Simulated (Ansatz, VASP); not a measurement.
## Ge in VASP and in Ansatz

```xyz
1
Lattice="2.7478 0.0000 0.0000 0.0000 2.7478 0.0000 0.0000 0.0000 2.7478" Properties=species:S:1:pos:R:3 pbc="T T T"
Ge    0.0000    0.0000    0.0000
```

Change from the starting cell: volume scaled by 1.04, PAW files.

Alike in both runs: task electric field gradients; functional PBE; k mesh 13 × 13 × 13; occupations fermi-dirac, width 0.05 eV; no spin polarisation.

|  | VASP | Ansatz |
| --- | --- | --- |
| version | VASP 6.6.1 | Ansatz 0.2.0 |
| potentials or method | VASP PAW PBE potentials, release 64 (Ge_d) | PAW with Ansatz's default frozen-core files, scalar-relativistic |
| plane-wave cutoff (eV) | 520 | 420 |
| valence electrons in the cell | 14 | 14 |

```tsv
	VASP	Ansatz	Ansatz less VASP
pressure (GPa)	-2.4	-2.4	-0.04
```

The functional is the same, so the differences come from potentials, cutoffs and numerics.
